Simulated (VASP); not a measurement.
# CuSb (F-43m) in VASP: notebook, part 2 of 2

VASP 6.6.1. The steps go on from the part before.

### Step 3. Single point, r2SCAN (23.42 Å³/atom)

This run uses another cell than the first one, of 23.42 Å³/atom.

POSCAR

```
CuSb
1.0
    0.0000000000      2.8609488901      2.8609488901
    2.8609488901      0.0000000000      2.8609488901
    2.8609488901      2.8609488901      0.0000000000
Cu Sb
1 1
Direct
    0.0000000000      0.0000000000      0.0000000000
    0.2500000000      0.2500000000      0.2500000000
```

INCAR.step1

```
SYSTEM = CuSb
ALGO     = Normal         ! electronic algorithm
EDIFF    = 1E-5           ! SCF threshold, eV
ENCUT    = 660            ! plane-wave cutoff, eV
GGA      = PE             ! functional
GGA_COMPAT= .FALSE.      
ISMEAR   = 0              ! smearing method
LASPH    = .TRUE.         ! aspherical terms in the spheres
LCHARG   = .FALSE.        ! write CHGCAR
LREAL    = .FALSE.        ! projectors in reciprocal space
LWAVE    = .TRUE.         ! write WAVECAR
NBANDS   = 15             ! bands
NELM     = 120            ! most SCF steps
PREC     = Accurate       ! precision mode
SIGMA    = 0.05           ! smearing width, eV
```

INCAR.step2

```
SYSTEM = CuSb
ALGO     = Normal         ! electronic algorithm
EDIFF    = 1E-6           ! SCF threshold, eV
ENCUT    = 660            ! plane-wave cutoff, eV
GGA_COMPAT= .FALSE.      
ISIF     = 2              ! what is computed and relaxed
ISMEAR   = 0              ! smearing method
ISTART   = 1            
LASPH    = .TRUE.         ! aspherical terms in the spheres
LCHARG   = .TRUE.         ! write CHGCAR
LELF     = .TRUE.         ! ELF
LMIXTAU  = .TRUE.       
LREAL    = .FALSE.        ! projectors in reciprocal space
LVHAR    = .TRUE.       
LWAVE    = .FALSE.        ! write WAVECAR
METAGGA  = R2SCAN         ! meta-GGA
NBANDS   = 15             ! bands
NELM     = 120            ! most SCF steps
PREC     = Accurate       ! precision mode
SIGMA    = 0.05           ! smearing width, eV
```

KPOINTS

```
k-points
0
G
  10 10 10
  0 0 0
```

Potentials or basis: VASP PAW PBE potentials, release 64 (Cu, Sb).

The run is started by

```console
$ cat potpaw_PBE.64/Cu/POTCAR potpaw_PBE.64/Sb/POTCAR > POTCAR
$ cp INCAR.step1 INCAR
$ mpirun -np 1 vasp_std > vasp.out
$ cp INCAR.step2 INCAR
$ mpirun -np 1 vasp_std > vasp.out
```

OUTCAR:

```text
SYSTEM = CuSb
   EDIFF = 1E-6
   ENCUT = 660
   ISIF = 2
   ISMEAR = 0
   ISTART = 1
   LASPH = .TRUE.
   LREAL = .FALSE.
   METAGGA = R2SCAN
   NELM = 120
   PREC = Accurate

 ion  position               nearest neighbor table
   1  0.000  0.000  0.000-   2 2.48   2 2.48   2 2.48   2 2.48
   2  0.250  0.250  0.250-   1 2.48   1 2.48   1 2.48   1 2.48

  LATTYP: Found a face centered cubic cell.
 ALAT       =     5.7218977802

  Lattice vectors:

[... 619 lines left out ...]

------------------------ aborting loop because EDIFF is reached ----------------------------------------

  FORCE on cell =-STRESS in cart. coord.  units (eV):
  Direction    XX          YY          ZZ          XY          YZ          ZX
  --------------------------------------------------------------------------------------
  -------------------------------------------------------------------------------------
  Total        0.8643540      0.8643540      0.8643540     -0.0000000     -0.0000000      0.0000000
  in kB       29.5693618     29.5693618     29.5693618     -0.0000000     -0.0000000      0.0000000
  external PRESSURE =      29.5693618 kB  Pullay stress =       0.0000000 kB

 VOLUME and BASIS-vectors are now :
 -----------------------------------------------------------------------------
  energy-cutoff  :      660.00
  volume of cell :       46.83
      direct lattice vectors                 reciprocal lattice vectors
     0.000000000  2.860948890  2.860948890    -0.174767191  0.174767191  0.174767191
     2.860948890  0.000000000  2.860948890     0.174767191 -0.174767191  0.174767191
     2.860948890  2.860948890  0.000000000     0.174767191  0.174767191 -0.174767191

 POSITION                                       TOTAL-FORCE (eV/Angst)
 -----------------------------------------------------------------------------------
      0.00000      0.00000      0.00000         0.000000     -0.000000      0.000000
      1.43047      1.43047      1.43047        -0.000000      0.000000     -0.000000
 -----------------------------------------------------------------------------------
    total drift:                               -0.000000     -0.000000     -0.000000

  FREE ENERGIE OF THE ION-ELECTRON SYSTEM (eV)
  ---------------------------------------------------
  free  energy   TOTEN  =       -35.8371861714 eV

  energy  without entropy=      -35.8358030009  energy(sigma->0) =      -35.83649459
```

OSZICAR.step1:

```text
N       E                     dE             d eps       ncg     rms          rms(c)
DAV:   1     0.853745589378E+02    0.85375E+02   -0.79446E+03  1418   0.143E+03
DAV:   2    -0.406060989678E+01   -0.89435E+02   -0.81921E+02  1480   0.234E+02
DAV:   3    -0.837649678637E+01   -0.43159E+01   -0.41940E+01  1844   0.584E+01
DAV:   4    -0.846613420300E+01   -0.89637E-01   -0.89603E-01  1586   0.744E+00
DAV:   5    -0.847011753245E+01   -0.39833E-02   -0.39833E-02  2207   0.183E+00    0.110E+01
DAV:   6    -0.953085955839E+01   -0.10607E+01   -0.29083E+01  1676   0.155E+02    0.909E+00
DAV:   7    -0.721708895092E+01    0.23138E+01   -0.64037E+00  1739   0.698E+01    0.229E+00
DAV:   8    -0.716606525597E+01    0.51024E-01   -0.43801E-01  2112   0.142E+01    0.116E+00
DAV:   9    -0.716390310832E+01    0.21621E-02   -0.35838E-02  1803   0.122E+00    0.476E-01
DAV:  10    -0.716305205687E+01    0.85105E-03   -0.12222E-03  2169   0.726E-01    0.344E-01
DAV:  11    -0.716311869957E+01   -0.66643E-04   -0.67761E-03  1898   0.230E+00    0.317E-01
DAV:  12    -0.716257977399E+01    0.53893E-03   -0.17802E-03  1952   0.114E+00    0.529E-02
DAV:  13    -0.716258443851E+01   -0.46645E-05   -0.77812E-05  1802   0.567E-02
   1 F= -.71625844E+01 E0= -.71618355E+01  d E =-.149792E-02
```

It took 85 s on 1 thread of Intel Xeon 6975P-C (Granite Rapids), shared host; peak memory 0.24 GiB.

Results:

```
Free energy            : -35.8372 eV
Pressure               : 3.0 GPa
Band gap on the k mesh : zero (bands 8 and 9 overlap by 4.32 eV)
```

Levels at points of the mesh, in eV from the Fermi level:
```csv
k point,band 6,band 7,band 8,band 9,band 10,band 11
"(0.00, 0.00, 0.00)",-3.18,2.96,2.96,2.96,5.78,6.22
"(0.50, 0.00, 0.00)",-3.15,-2.98,1.31,1.31,4.90,6.90
"(0.50, 0.50, 0.00)",-3.02,-2.77,-0.92,-0.92,3.88,4.12
```

Caveat: the PAW data sets were made with another functional, which shifts forces and pressure a little; spin-orbit coupling is left out, which moves the levels of the heavy elements.

### Step 4. Single point, r2SCAN (23.90 Å³/atom)

This run uses another cell than the first one, of 23.90 Å³/atom.

POSCAR

```
CuSb
1.0
    0.0000000000      2.8806801956      2.8806801956
    2.8806801956      0.0000000000      2.8806801956
    2.8806801956      2.8806801956      0.0000000000
Cu Sb
1 1
Direct
    0.0000000000      0.0000000000      0.0000000000
    0.2500000000      0.2500000000      0.2500000000
```

INCAR.step1

```
SYSTEM = CuSb
PREC = Accurate ; ENCUT = 660
ISMEAR = 0 ; SIGMA = 0.05
LREAL = .FALSE. ; LASPH = .TRUE.
NELM = 120 ; NBANDS = 15
GGA = PE ; ALGO = Normal
EDIFF = 1E-5 ; LWAVE = .TRUE.
LCHARG = .FALSE. ; GGA_COMPAT = .FALSE.
```

INCAR.step2

```
SYSTEM = CuSb
PREC = Accurate ; ENCUT = 660
EDIFF = 1E-6 ; ISMEAR = 0
SIGMA = 0.05 ; LREAL = .FALSE.
LASPH = .TRUE. ; NELM = 120
ALGO = Normal ; ISIF = 2
LWAVE = .FALSE. ; LCHARG = .TRUE.
METAGGA = R2SCAN ; LMIXTAU = .TRUE.
LELF = .TRUE. ; LVHAR = .TRUE.
NBANDS = 15 ; ISTART = 1
GGA_COMPAT = .FALSE.
```

KPOINTS

```
Automatic mesh
0
G
  10 10 10
  0 0 0
```

The run is started by

```console
$ cat potpaw_PBE.64/Cu/POTCAR potpaw_PBE.64/Sb/POTCAR > POTCAR
$ cp INCAR.step1 INCAR
$ mpirun -np 1 vasp_std > vasp.out
$ cp INCAR.step2 INCAR
$ mpirun -np 1 vasp_std > vasp.out
```

It took 74 s on 1 thread of Intel Xeon 6975P-C (Granite Rapids), shared host; peak memory 0.24 GiB.

Results (log left out):

```
Free energy            : -35.8507 eV
Pressure               : 1.4 GPa
Band gap on the k mesh : zero (bands 8 and 9 overlap by 4.20 eV)
```

Levels at points of the mesh, in eV from the Fermi level:
| k point | band 6 | band 7 | band 8 | band 9 | band 10 | band 11 |
| --- | --- | --- | --- | --- | --- | --- |
| (0.00, 0.00, 0.00) | -3.11 | 2.87 | 2.87 | 2.87 | 5.59 | 6.18 |
| (0.50, 0.00, 0.00) | -3.09 | -2.92 | 1.27 | 1.27 | 4.79 | 6.86 |
| (0.50, 0.50, 0.00) | -2.96 | -2.72 | -0.89 | -0.89 | 3.87 | 4.10 |

Caveat: the PAW data sets were made with another functional, which shifts forces and pressure a little; spin-orbit coupling is left out, which moves the levels of the heavy elements.

### Step 5. Overview

```tsv
level	cell	cutoff (eV)	gap on the mesh (eV)	pressure (GPa)
revPBE	a = 4.101 Å, angles 60.0°, 2 atoms	600	none	3.6
r2SCAN	a = 4.046 Å, angles 60.0°, 2 atoms	660	none	3.0
r2SCAN	a = 4.074 Å, angles 60.0°, 2 atoms	660	none	1.4
```

Alike in all rows: task single point; potentials or basis VASP PAW PBE potentials, release 64 (Cu, Sb); no spin polarisation; k mesh 10 × 10 × 10; smearing gaussian 0.05 eV.

Caveats: the PAW data sets were made with another functional, which shifts forces and pressure a little; spin-orbit coupling is left out, which moves the levels of the heavy elements; the cell stands under pressure (at least some runs).

Total energies depend on the potentials used, so only differences within one code and one set of settings carry meaning.
